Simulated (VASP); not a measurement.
The system is Ir.

```
Ir
1.0
     0.00000    1.88313    1.88313
     1.88313    0.00000    1.88313
     1.88313    1.88313    0.00000
Ir
1
Direct
  0.00000 0.00000 0.00000
```

```yaml
Program: VASP 6.6.1
Task: relaxation of cell and atoms
Functional: PBE
Dispersion: D3(BJ)
Potentials_or_basis: VASP PAW PBE potentials, release 64 (Ir)
Cutoff: 320 eV
k_mesh: 14 × 14 × 14
Occupations: fermi-dirac, width 0.03 eV
Spin: no spin polarisation
```

At the start: pressure 25.9 GPa; volume 13.36 Å³/atom.

Task: How do energy, volume and symmetry change on relaxing?

Result: Over 21 steps the energy falls by 65.2 meV/atom and the volume is 14.16 Å³/atom (+6.1 %); space group Fm-3m (No. 225, to 0.1 Å) before and after.

Step by step:
```
step  energy change (eV)  largest force (eV/Å)  pressure (GPa)  volume (Å³)
   1              0.0000                0.0000           25.90        13.36
   2              0.6802                0.0000          -48.02        17.98
   3             -0.0603                0.0000           -2.54        14.26
   4             -0.0611                0.0000           -0.30        14.17
   5             -0.0611                0.0000            0.14        14.15
   6             -0.0611                0.0000            0.15        14.15
   7             -0.0611                0.0000            0.14        14.15
   8             -0.0611                0.0000            0.14        14.15
   9             -0.0611                0.0000            0.14        14.15
  10             -0.0611                0.0000            0.14        14.15
  11             -0.0611                0.0000            0.14        14.15
  12             -0.0611                0.0000            0.14        14.15
  13             -0.0611                0.0000            0.14        14.15
  14             -0.0611                0.0000            0.14        14.15
  15             -0.0611                0.0000            0.13        14.16
  16             -0.0611                0.0000            0.12        14.16
  17             -0.0611                0.0000            0.09        14.16
  18             -0.0611                0.0000            0.04        14.16
  19             -0.0652                0.0000            0.18        14.16
  20             -0.0652                0.0000           -0.67        14.19
  21             -0.0652                0.0000            0.01        14.16
```

Final structure:
```cif
data_structure
_symmetry_space_group_name_H-M 'P 1'
_symmetry_Int_Tables_number 1
_cell_length_a 2.7159
_cell_length_b 2.7159
_cell_length_c 2.7159
_cell_angle_alpha 60.000
_cell_angle_beta 60.000
_cell_angle_gamma 60.000
_cell_volume 14.16
loop_
_atom_site_label
_atom_site_type_symbol
_atom_site_fract_x
_atom_site_fract_y
_atom_site_fract_z
_atom_site_occupancy
Ir1 Ir 0.00000 0.00000 0.00000 1
```

Where two steps share one volume, the run began anew on that cell with a basis built for it.
